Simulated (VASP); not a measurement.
# Li2S (Fm-3m) in VASP: further runs

The runs below take Li2S through single point, with PBE.

Program: VASP 6.6.1. These are calculated values, not measurements. Logs are shortened: lines on timing, memory, paths and dates and some standing lists are left out, and cuts for length are marked.

## Step 1: The cell of the first run

It takes space group Fm-3m (No. 225, cubic). Conventional cell: a = 5.691 Å, b = 5.691 Å, c = 5.691 Å, α = 90.00°, β = 90.00°, γ = 90.00°. Within 3.3 Å of Li (site symmetry -43m) lie 4 S at 2.46 Å and 6 Li at 2.85 Å. S (site symmetry m-3m) has 8 Li at 2.46 Å within 3.3 Å.

## Step 2: Single point, PBE

Contents of INCAR:

```
SYSTEM = Li2S
  PREC = Accurate
  ENCUT = 750
  EDIFF = 1E-6
  ISMEAR = 0
  SIGMA = 0.01
  LREAL = .FALSE.
  LASPH = .TRUE.
  NELM = 120
  ALGO = Normal
  ISIF = 2
  LWAVE = .FALSE.
  LCHARG = .TRUE.
  GGA = PE
  LELF = .TRUE.
  LVHAR = .TRUE.
  NBANDS = 13
  GGA_COMPAT = .FALSE.
```

Contents of KPOINTS:

```
regular mesh
0
G
  4 4 4
  0 0 0
```

Contents of POSCAR:

```
Li2S
1.0
    0.0000000000      2.8452944197      2.8452944197
    2.8452944197      0.0000000000      2.8452944197
    2.8452944197      2.8452944197      0.0000000000
Li S
2 1
Direct
    0.2500000000      0.2500000000      0.2500000000
    0.7500000000      0.7500000000      0.7500000000
    0.0000000000      0.0000000000      0.0000000000
```

Potentials or basis: VASP PAW PBE potentials, release 64 (Li_sv, S).

Started as:

```
$ cat potpaw_PBE.64/Li_sv/POTCAR potpaw_PBE.64/S/POTCAR > POTCAR
$ mpirun -np 1 vasp_std > vasp.out
```

OUTCAR:

```text
SYSTEM = Li2S
   PREC = Accurate
   ENCUT = 750
   EDIFF = 1E-6
   ISMEAR = 0
   LREAL = .FALSE.
   LASPH = .TRUE.
   NELM = 120
   ISIF = 2
   GGA = PE

 ion  position               nearest neighbor table
   1  0.250  0.250  0.250-   3 2.46   3 2.46   3 2.46   3 2.46
   2  0.750  0.750  0.750-   3 2.46   3 2.46   3 2.46   3 2.46
   3  0.000  0.000  0.000-   2 2.46   2 2.46   2 2.46   1 2.46   2 2.46   1 2.46   1 2.46   1 2.46

  LATTYP: Found a face centered cubic cell.
 ALAT       =     5.6905888394

  Lattice vectors:

 A1 = (   0.0000000000,   2.8452944197,   2.8452944197)
 A2 = (   2.8452944197,   0.0000000000,   2.8452944197)
 A3 = (   2.8452944197,   2.8452944197,   0.0000000000)

Analysis of symmetry for initial positions (statically):
=====================================================================
 Subroutine PRICEL returns:
 Original cell was already a primitive cell.

 Routine SETGRP: Setting up the symmetry group for a
 face centered cubic supercell.

 Subroutine GETGRP returns: Found 48 space group operations
 (whereof 48 operations were pure point group operations)
 out of a pool of 48 trial point group operations.

The static configuration has the point symmetry O_h .

Analysis of symmetry for dynamics (positions and initial velocities):
=====================================================================
 Subroutine PRICEL returns:
 Original cell was already a primitive cell.

 Routine SETGRP: Setting up the symmetry group for a
 face centered cubic supercell.

 Subroutine GETGRP returns: Found 48 space group operations
 (whereof 48 operations were pure point group operations)
 out of a pool of 48 trial point group operations.

The dynamic configuration has the point symmetry O_h .

 Subroutine INISYM returns: Found 48 space group operations
 (whereof 48 operations are pure point group operations),
 and found     1 'primitive' translations

----------------------------------------------------------------------------------------

                                     Primitive cell

  volume of cell :      46.0693

  direct lattice vectors                    reciprocal lattice vectors
     0.000000000  2.845294420  2.845294420    -0.175728739  0.175728739  0.175728739
     2.845294420  0.000000000  2.845294420     0.175728739 -0.175728739  0.175728739
     2.845294420  2.845294420  0.000000000     0.175728739  0.175728739 -0.175728739

  length of vectors
     4.023853957  4.023853957  4.023853957     0.304371104  0.304371104  0.304371104

  position of ions in fractional coordinates (direct lattice)
[... 76 lines left out ...]
   NUPDOWN=      -1.0000    fix difference up-down
   EMIN   =  10.00;   EMAX   =-10.00  energy-range for DOS
   EFERMI =   0.00;   METHOD = LEGACY
   ISMEAR =     0;   SIGMA  =   0.01  broadening in eV -4-tet -1-fermi 0-gaus
   EFERMI_NEDOS =   21; number of points for ismear=-14 and -15
   IALGO  =     38    algorithm
   IMIX   =      4    mixing-type and parameters
     AMIX     =   0.40;   BMIX     =  1.00
     AMIX_MAG =   1.60;   BMIX_MAG =  1.00
  volume/ion in A,a.u.               =      15.36       103.63
  Fermi-wavevector in a.u.,A,eV,Ry     =   1.045518  1.975742 14.872626  1.093107
  Thomas-Fermi vector in A             =   2.180317
   LORBIT       =      0    0 simple, 1 ext, 2 COOP (PROOUT), +10 PAW based schemes
   GGA     = PE    functional components
   LHFCALC =     F    Hartree Fock is set to
   AEXX    =    0.0000 exact exchange contribution
   IVDW    =     0    specifies the selected vdW correction
   LEPSILON=     F    determine dielectric tensor
   LRPA    =     F    only Hartree local field effects (RPA)
 non-spin polarized calculation
 Gauss-broadening in eV      SIGMA  =   0.01
  energy-cutoff  :      750.00
  volume of cell :       46.07
 maximum number of plane-waves:      2180
   NGX = 17   NGY = 17   NGZ = 17

 number of electron      11.9999998 magnetization

 Free energy of the ion-electron system (eV)
  ---------------------------------------------------
  ext. energy  EPLUGINS =         0.00000000
  ---------------------------------------------------
  free energy    TOTEN  =       -11.98652821 eV

  energy without entropy =      -11.98652821  energy(sigma->0) =      -11.98652821

 E-fermi :   1.5901     XC(G=0):  -8.5198

 val. band max:        1.4935411333   @ k =   0.0000   0.0000   0.0000
 cond. band min:       4.8773370864   @ k =   0.5000   0.5000   0.0000
 fundamental gap:      3.3837959530
 Fermi energy:         1.5900597101

 k-point     1 :       0.0000    0.0000    0.0000
  band No.  band energies     occupation
      1     -42.6800      2.00000
      2     -42.6368      2.00000
      3      -9.5409      2.00000
      4       1.4935      2.00000
      5       1.4935      2.00000
      6       1.4935      2.00000
      7       5.7806      0.00000
      8       7.7211      0.00000
      9       7.7211      0.00000
     10       7.7211      0.00000
     11      12.6800      0.00000
     12      12.6800      0.00000
     13      13.9364      0.00000
[... 98 lines left out ...]
  band No.  band energies     occupation
      1     -42.6573      2.00000
      2     -42.6573      2.00000
      3      -8.9654      2.00000
      4      -0.3407      2.00000
      5      -0.3407      2.00000
      6      -0.2741      2.00000
      7       6.9735      0.00000
      8       8.7937      0.00000
      9      10.3947      0.00000
     10      10.3947      0.00000
     11      13.4393      0.00000
     12      13.4393      0.00000
     13      14.1524      0.00000

------------------------ aborting loop because EDIFF is reached ----------------------------------------

  FORCE on cell =-STRESS in cart. coord.  units (eV):
  Direction    XX          YY          ZZ          XY          YZ          ZX
  --------------------------------------------------------------------------------------
  -------------------------------------------------------------------------------------
  Total        0.0719646      0.0719646      0.0719646     -0.0000000     -0.0000000      0.0000000
  in kB        2.5027516      2.5027516      2.5027516     -0.0000000     -0.0000000      0.0000000
  external PRESSURE =       2.5027516 kB  Pullay stress =       0.0000000 kB

 VOLUME and BASIS-vectors are now :
 -----------------------------------------------------------------------------
  energy-cutoff  :      750.00
  volume of cell :       46.07
      direct lattice vectors                 reciprocal lattice vectors
     0.000000000  2.845294420  2.845294420    -0.175728739  0.175728739  0.175728739
     2.845294420  0.000000000  2.845294420     0.175728739 -0.175728739  0.175728739
     2.845294420  2.845294420  0.000000000     0.175728739  0.175728739 -0.175728739

 POSITION                                       TOTAL-FORCE (eV/Angst)
 -----------------------------------------------------------------------------------
      1.42265      1.42265      1.42265        -0.000000      0.000000     -0.000000
      4.26794      4.26794      4.26794        -0.000000     -0.000000     -0.000000
      0.00000      0.00000      0.00000         0.000000      0.000000      0.000000
 -----------------------------------------------------------------------------------
    total drift:                                0.000000      0.000000      0.000000

  FREE ENERGIE OF THE ION-ELECTRON SYSTEM (eV)
  ---------------------------------------------------
  free  energy   TOTEN  =       -11.9865282108 eV

  energy  without entropy=      -11.9865282108  energy(sigma->0) =      -11.98652821
```

Run time: 10 s. Hardware: 1 thread of AMD EPYC 7R13 (Zen 3), shared host; peak memory 0.16 GiB.

Results:

| Property | Result |
| --- | --- |
| Free energy | -11.9865 eV |
| Pressure | 0.3 GPa |
| Band gap on the k mesh | 3.38 eV (least direct gap 4.29 eV) |

Levels at points of the mesh, in eV from the valence-band top:
```
           k point  band 4  band 5  band 6  band 7  band 8  band 9
(0.00, 0.00, 0.00)    0.00    0.00    0.00    4.29    6.23    6.23
(0.50, 0.00, 0.00)   -2.89   -0.51   -0.51    6.12    6.57    6.57
(0.50, 0.50, 0.00)   -2.18   -1.43   -1.43    3.38    7.09   11.12
```

Caveat: the k points lie up to 0.48 Å⁻¹ apart.

## Step 3: Single point, PBE

Contents of INCAR:

```
SYSTEM = Li2S
ALGO = Normal
EDIFF = 1E-6
ENCUT = 750
GGA = PE
GGA_COMPAT = .False.
ISIF = 2
ISMEAR = 0
LASPH = .True.
LCHARG = .False.
LREAL = .False.
LWAVE = .False.
NBANDS = 13
NELM = 120
PREC = Accurate
SIGMA = 0.01
```

Contents of KPOINTS:

```
k-points
0
Gamma
  6 6 6
  0 0 0
```

POSCAR is that of step 2.

Potentials or basis: VASP PAW PBE potentials, release 64 (Li_sv, S).

Started as:

```
$ cat potpaw_PBE.64/Li_sv/POTCAR potpaw_PBE.64/S/POTCAR > POTCAR
$ mpirun -np 1 vasp_std > vasp.out
```

It took 15 s on 1 thread of AMD EPYC 7R13 (Zen 3), shared host; peak memory 0.16 GiB.

It converged, with:

| Item | Value |
| --- | --- |
| Free energy | -11.9945 eV |
| Pressure | 0.2 GPa |
| Band gap on the k mesh | 3.39 eV (least direct gap 4.29 eV) |

Levels at points of the mesh, in eV from the valence-band top:
| k point | band 2 | band 3 | band 4 | band 5 | band 6 | band 7 | band 8 | band 9 | band 10 | band 11 |
| --- | --- | --- | --- | --- | --- | --- | --- | --- | --- | --- |
| (0.00, 0.00, 0.00) | -44.12 | -11.04 | 0.00 | 0.00 | 0.00 | 4.29 | 6.23 | 6.23 | 6.23 | 11.19 |
| (0.50, 0.00, 0.00) | -44.14 | -10.60 | -2.89 | -0.51 | -0.51 | 6.12 | 6.58 | 6.58 | 8.43 | 12.83 |
| (0.50, 0.50, 0.00) | -44.13 | -10.47 | -2.17 | -1.43 | -1.43 | 3.39 | 7.09 | 11.12 | 11.12 | 12.14 |

A k mesh can miss the band edges. PBE gaps usually lie below the measured ones, often by a third to a half.
